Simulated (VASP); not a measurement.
# Cu5Si3 in VASP: a series of runs

The runs below take Cu5Si3 through single point, with PBE.

All numbers are computed with VASP 6.6.1; they aren't measurements. Logs are shortened: lines on timing, memory, paths and dates and some standing lists are left out, and cuts for length are marked.

**1. The cell of the first run**

The cell holds a disordered packing, 24 atoms: a = 6.705 Å, b = 6.774 Å, c = 6.900 Å, α = 89.74°, β = 92.09°, γ = 87.50°.

**2. Single point, PBE**

The input, INCAR:

```
SYSTEM = Cu5Si3
ALGO     = Normal         ! electronic algorithm
EDIFF    = 1E-6           ! SCF threshold, eV
ENCUT    = 400            ! plane-wave cutoff, eV
GGA      = PE             ! functional
GGA_COMPAT= .False.      
ISIF     = 2              ! what is computed and relaxed
ISMEAR   = -1             ! smearing method
ISYM     = -1           
LASPH    = .True.         ! aspherical terms in the spheres
LCHARG   = .False.        ! write CHGCAR
LREAL    = Auto         
LWAVE    = .False.        ! write WAVECAR
NBANDS   = 118            ! bands
NELM     = 120            ! most SCF steps
PREC     = Accurate       ! precision mode
SIGMA    = 0.1853         ! smearing width, eV
```

The input, KPOINTS:

```
explicit points
1
Reciprocal
  0.25000000   0.25000000   0.25000000 1
```

The input, POSCAR:

```
Cu5Si3
1.0
    6.7017400000      0.1472560000     -0.1241750000
    0.1472560000      6.7720700000      0.0166020000
   -0.1241750000      0.0166020000      6.8991740000
Cu Si
15 9
Direct
    0.2810899336      0.5518485440      0.9786080990
    0.8317346098      0.3384034635      0.6486655462
    0.4898378363      0.9413760399      0.1556439783
    0.7393309910      0.9717474677      0.4861584118
    0.1423529824      0.8701571398      0.1265273687
    0.5847425977      0.1576243276      0.9448357924
    0.5296134666      0.3131609489      0.2315005614
    0.9691012379      0.6716127988      0.8132840294
    0.1067143053      0.4733670227      0.2994859109
    0.9103358357     -0.0006745378      0.8743286009
    0.8874996845      0.3667826979      0.0197711997
    0.2442547495     -0.1067128416      0.7991118908
    0.2583534159      0.2412493608      0.0832038464
    0.5676007965      0.8623508726      0.7911037002
    0.4165061129      0.6682504701      0.2795455445
    0.7416402638      0.6696579603      0.5056281402
    0.5144105678      0.4092143303      0.5863671732
    0.2391723608      0.6402642131      0.5941672962
    0.3977740609      0.1041133639      0.4494274393
    0.1325049269      0.2092331874      0.7310602849
    0.7373139783      0.6878418546      0.1893088090
    0.9108634060      0.2180577436      0.3483070972
    0.0657349199      0.9536346920      0.4444193451
    0.6068141911      0.5199051811      0.9075828043
```

Potentials or basis: VASP PAW PBE potentials, release 64 (Cu, Si).

Command:

```sh
$ cat potpaw_PBE.64/Cu/POTCAR potpaw_PBE.64/Si/POTCAR > POTCAR
$ mpirun -np 1 vasp_std > vasp.out
```

OUTCAR:

```text
SYSTEM = Cu5Si3
   EDIFF = 1E-6
   ENCUT = 400
   GGA = PE
   ISIF = 2
   ISMEAR = -1
   ISYM = -1
   LASPH = .True.
   LREAL = Auto
   NELM = 120
   PREC = Accurate

 ion  position               nearest neighbor table
   1  0.281  0.552  0.979-  13 2.23  24 2.26  15 2.39   8 2.45   5 2.54   9 2.60  12 2.62  18 2.72

   2  0.832  0.338  0.649-  17 2.19  20 2.22  22 2.30  16 2.49  11 2.58  24 2.65   8 2.71  10 2.79

   3  0.490  0.941  0.156-  15 2.12   6 2.19  21 2.34  19 2.40   5 2.40  13 2.54   7 2.60  14 2.64
                             4 2.79
   4  0.739  0.972  0.486-  16 2.05  23 2.22  22 2.29  19 2.43  14 2.56   3 2.79  21 2.82
   5  0.142  0.870  0.127-  23 2.34  12 2.39   3 2.40  10 2.43  15 2.45   1 2.54  13 2.68
   6  0.585  0.158  0.945-   3 2.19  14 2.27   7 2.28  10 2.46  13 2.46  24 2.48  11 2.56
   7  0.530  0.313  0.232-  13 2.13   6 2.28  19 2.29  15 2.52  17 2.54   3 2.60  22 2.70  24 2.71
                            21 2.97
   8  0.969  0.672  0.813-  10 2.28  18 2.40  12 2.43   1 2.45  16 2.57  11 2.59   2 2.71  24 2.78

   9  0.107  0.473  0.299-  22 2.25  13 2.39  18 2.49  11 2.51  15 2.52   1 2.60  21 2.89
  10  0.910  0.999  0.874-   8 2.28  20 2.34  12 2.40   5 2.43   6 2.46  14 2.56  11 2.69   2 2.79

  11  0.887  0.367  0.020-  24 2.22  22 2.47   9 2.51   6 2.56   2 2.58   8 2.59  13 2.61  21 2.65
                            10 2.69  20 2.81
  12  0.244  0.893  0.799-  14 2.17  18 2.23  20 2.28   5 2.39  10 2.40   8 2.43   1 2.62  23 2.71

  13  0.258  0.241  0.083-   7 2.13   1 2.23   9 2.39   6 2.46   3 2.54  20 2.56  11 2.61   5 2.68
                            19 2.80
  14  0.568  0.862  0.791-  12 2.17   6 2.27  24 2.45   4 2.56  10 2.56   3 2.64  16 2.65
  15  0.417  0.668  0.280-   3 2.12  21 2.27   1 2.39   5 2.45   9 2.52   7 2.52  18 2.52  16 2.63
                            17 2.79
  16  0.742  0.670  0.506-   4 2.05  21 2.18  17 2.46   2 2.49   8 2.57  15 2.63  14 2.65  23 3.00
                            24 3.13
  17  0.514  0.409  0.586-   2 2.19  18 2.37  24 2.41  19 2.42  16 2.46   7 2.54  15 2.79  20 3.14

  18  0.239  0.640  0.594-  12 2.23  17 2.37   8 2.40   9 2.49  15 2.52  23 2.57   1 2.72
  19  0.398  0.104  0.449-   7 2.29   3 2.40  17 2.42   4 2.43  23 2.49  20 2.76  13 2.80
  20  0.133  0.209  0.731-   2 2.22  12 2.28  10 2.34  13 2.56  23 2.67  19 2.76  11 2.81  22 2.98
                            17 3.14
  21  0.737  0.688  0.189-  16 2.18  15 2.27   3 2.34  24 2.41  11 2.65   4 2.82   9 2.89   7 2.97

  22  0.911  0.218  0.348-  23 2.12   9 2.25   4 2.29   2 2.30  11 2.47   7 2.70  20 2.98
  23  0.066  0.954  0.444-  22 2.12   4 2.22   5 2.34  19 2.49  18 2.57  20 2.67  12 2.71  16 3.00

  24  0.607  0.520  0.908-  11 2.22   1 2.26  17 2.41  21 2.41  14 2.45   6 2.48   2 2.65   7 2.71
                             8 2.78  16 3.13

IMPORTANT INFORMATION: All symmetrisations will be switched off!
NOSYMM: (Re-)initialisation of all symmetry stuff for point group C_1.

----------------------------------------------------------------------------------------

                                     Primitive cell

  volume of cell :     312.8601

  direct lattice vectors                    reciprocal lattice vectors
     6.701740000  0.147256000 -0.124175000     0.149336424 -0.003253870  0.002695666
     0.147256000  6.772070000  0.016602000    -0.003253870  0.147737106 -0.000414076
    -0.124175000  0.016602000  6.899174000     0.002695666 -0.000414076  0.144994402

  length of vectors
     6.704507647  6.773691168  6.900311365     0.149396191  0.147773515  0.145020049

  position of ions in fractional coordinates (direct lattice)
     0.281089934  0.551848544  0.978608099
     0.831734610  0.338403464  0.648665546
     0.489837836  0.941376040  0.155643978
     0.739330991  0.971747468  0.486158412
     0.142352982  0.870157140  0.126527369
     0.584742598  0.157624328  0.944835792
[... 16 lines left out ...]
     0.065734920  0.953634692  0.444419345
     0.606814191  0.519905181  0.907582804

  ion indices of the primitive-cell ions
   primitive index   ion index
                 1           1
                 2           2
                 3           3
                 4           4
                 5           5
                 6           6
[... 16 lines left out ...]
                23          23
                24          24

----------------------------------------------------------------------------------------

 KPOINTS: explicit points

Read explicit list of k-points.

 Found      1 k-points:

 Following reciprocal coordinates:
            Coordinates               Weight
  0.250000  0.250000  0.250000      1.000000
   k-points           NKPTS =      1   k-points in BZ     NKDIM =      1   number of bands    NBANDS=    118
   number of dos      NEDOS =    301   number of ions     NIONS =     24
   total plane-waves  NPLWV = 110592
   dimension x,y,z NGX =    48 NGY =   48 NGZ =   48
   dimension x,y,z NGXF=    96 NGYF=   96 NGZF=   96
   ions per type =              15   9
   NGX,Y,Z   is equivalent  to a cutoff of  11.90, 11.78, 11.56 a.u.
   NGXF,Y,Z  is equivalent  to a cutoff of  23.80, 23.56, 23.13 a.u.
 SYSTEM =  Cu5Si3
   PREC   = accura    normal or accurate (medium, high low for compatibility)
   ISTART =      0    job   : 0-new  1-cont  2-samecut
   ICHARG =      2    charge: 1-file 2-atom 10-const
   ISPIN  =      1    spin polarized calculation?
   LNONCOLLINEAR =      F non collinear calculations
   LSORBIT =      F    spin-orbit coupling
   LASPH  =      T    aspherical Exc in radial PAW
   ENCUT  =  400.0 eV  29.40 Ry    5.42 a.u.  10.93 11.05 11.25*2*pi/ulx,y,z
   NELM   =    120;   NELMIN=  2; NELMDL= -5     # of ELM steps
   EDIFF  = 0.1E-05   stopping-criterion for ELM
   LREAL  =      T    real-space projection
   EDIFFG = 0.1E-04   stopping-criterion for IOM
   NSW    =      0    number of steps for IOM
   IBRION =     -1    ionic relax: 0-MD 1-quasi-New 2-CG
   NFREE  =      0    steps in history (QN), initial steepest desc. (CG)
   ISIF   =      2    stress and relaxation
   ISYM   =     -1    0-nonsym 1-usesym 2-fastsym
   POTIM  = 0.5000    time-step for ionic-motion
   TEBEG  =    0.0;   TEEND  =   0.0 temperature during run
   PSTRESS=    0.0 pullay stress
   NELECT =     201.0000    total number of electrons
   NUPDOWN=      -1.0000    fix difference up-down
   EMIN   =  10.00;   EMAX   =-10.00  energy-range for DOS
   EFERMI =   0.00;   METHOD = LEGACY
   ISMEAR =    -1;   SIGMA  =   0.19  broadening in eV -4-tet -1-fermi 0-gaus
   EFERMI_NEDOS =   21; number of points for ismear=-14 and -15
   IALGO  =     38    algorithm
   IMIX   =      4    mixing-type and parameters
     AMIX     =   0.40;   BMIX     =  1.00
     AMIX_MAG =   1.60;   BMIX_MAG =  1.00
  volume/ion in A,a.u.               =      13.04        87.97
  Fermi-wavevector in a.u.,A,eV,Ry     =   1.412614  2.669453 27.150123  1.995478
  Thomas-Fermi vector in A             =   2.534344
   LORBIT       =      0    0 simple, 1 ext, 2 COOP (PROOUT), +10 PAW based schemes
   GGA     = PE    functional components
   LHFCALC =     F    Hartree Fock is set to
   AEXX    =    0.0000 exact exchange contribution
   IVDW    =     0    specifies the selected vdW correction
   LEPSILON=     F    determine dielectric tensor
   LRPA    =     F    only Hartree local field effects (RPA)
 non-spin polarized calculation
  energy-cutoff  :      400.00
  volume of cell :      312.86
 maximum number of plane-waves:      5672
 NGX is ok and might be reduce to    48
   NGX = 21   NGY = 23   NGZ = 23

 number of electron     201.0000080 magnetization

 Free energy of the ion-electron system (eV)
  ---------------------------------------------------
  ext. energy  EPLUGINS =         0.00000000
  ---------------------------------------------------
  free energy    TOTEN  =       -94.67066281 eV

  energy without entropy =      -93.66815537  energy(sigma->0) =      -94.16940909

 E-fermi :   8.5770     XC(G=0): -11.8782

 val. band max:        8.5344486111   @ k =   0.2500   0.2500   0.2500
 cond. band min:       8.8313345971   @ k =   0.2500   0.2500   0.2500
 fundamental gap:      0.2968859860
 Fermi energy:         8.5770039841

 k-point     1 :       0.2500    0.2500    0.2500
  band No.  band energies     occupation
      1      -3.6495      2.00000
      2      -2.8789      2.00000
      3      -1.9133      2.00000
      4      -1.3019      2.00000
      5      -0.7746      2.00000
      6      -0.4347      2.00000
[... 104 lines left out ...]
    111      11.1099      0.00000
    112      11.3428      0.00000
 [bands above 112 left out]

------------------------ aborting loop because EDIFF is reached ----------------------------------------

  FORCE on cell =-STRESS in cart. coord.  units (eV):
  Direction    XX          YY          ZZ          XY          YZ          ZX
  --------------------------------------------------------------------------------------
  -------------------------------------------------------------------------------------
  Total       35.0579609     43.0821105     15.6365010     -3.9402240     -8.7822716     -4.6260771
  in kB      179.5341243    220.6263223     80.0755504    -20.1781466    -44.9745907    -23.6904449
  external PRESSURE =     160.0786657 kB  Pullay stress =       0.0000000 kB

 VOLUME and BASIS-vectors are now :
 -----------------------------------------------------------------------------
  energy-cutoff  :      400.00
  volume of cell :      312.86
      direct lattice vectors                 reciprocal lattice vectors
     6.701740000  0.147256000 -0.124175000     0.149336424 -0.003253870  0.002695666
     0.147256000  6.772070000  0.016602000    -0.003253870  0.147737106 -0.000414076
    -0.124175000  0.016602000  6.899174000     0.002695666 -0.000414076  0.144994402

 POSITION                                       TOTAL-FORCE (eV/Angst)
 -----------------------------------------------------------------------------------
      1.84354      3.79480      6.72584        -0.591134      0.900395     -0.711477
      5.54335      2.42494      4.37759         0.276590      0.236994      0.843073
      3.40206      6.44978      1.02862         0.766814      1.453653     -0.279221
      5.03753      6.69768      3.27842        -1.354593      2.485788      0.543020
      1.06644      5.91583      0.86970        -0.948008     -0.437965      0.439734
      3.82468      1.16924      6.44859         0.772209      1.681504     -1.995212
[... 16 lines left out ...]
      0.52578      6.47514      3.07380         2.909218     -3.177218      1.221657
      4.03057      3.62526      6.19485         0.510637      0.518948     -0.340141
 -----------------------------------------------------------------------------------
    total drift:                               -0.001077     -0.005927     -0.001675

  FREE ENERGIE OF THE ION-ELECTRON SYSTEM (eV)
  ---------------------------------------------------
  free  energy   TOTEN  =       -94.6706628142 eV

  energy  without entropy=      -93.6681553664  energy(sigma->0) =      -94.16940909
```

It took 73 s on 1 thread of Intel Xeon 6975P-C (Granite Rapids), shared host; peak memory 0.32 GiB.

What came out:

```yaml
Free_energy: -94.6707 eV
Pressure: 16.0 GPa
Largest_force: 4.478 eV/Å
Band_gap_on_the_k_mesh: zero (an odd number of electrons rules out a gap without spin polarisation)
```

Forces in eV/Å, atoms in the order of the input:
```
Cu  -0.591  0.900 -0.711
Cu   0.277  0.237  0.843
Cu   0.767  1.454 -0.279
Cu  -1.355  2.486  0.543
Cu  -0.948 -0.438  0.440
Cu   0.772  1.682 -1.995
Cu   2.425  1.442  1.541
Cu  -0.948 -1.285 -0.162
Cu  -0.049  1.173  0.217
Cu  -1.060  1.430  0.258
Cu   1.005 -0.444  0.515
Cu  -0.895  0.727  0.257
Cu  -2.751 -2.394 -0.990
Cu   2.139 -1.365 -0.880
Cu  -1.121 -2.455  2.327
Si   0.518 -2.935  2.567
Si  -1.750 -0.417 -1.755
Si  -0.801 -0.191 -0.809
Si  -0.908  0.044  1.130
Si   1.507  0.674 -0.257
Si   1.583 -0.279 -1.980
Si  -1.236  2.614 -1.701
Si   2.909 -3.177  1.222
Si   0.511  0.519 -0.340
```

Caveat: the atoms stand as in a frame of molecular dynamics.

[end of part 1 of 2]
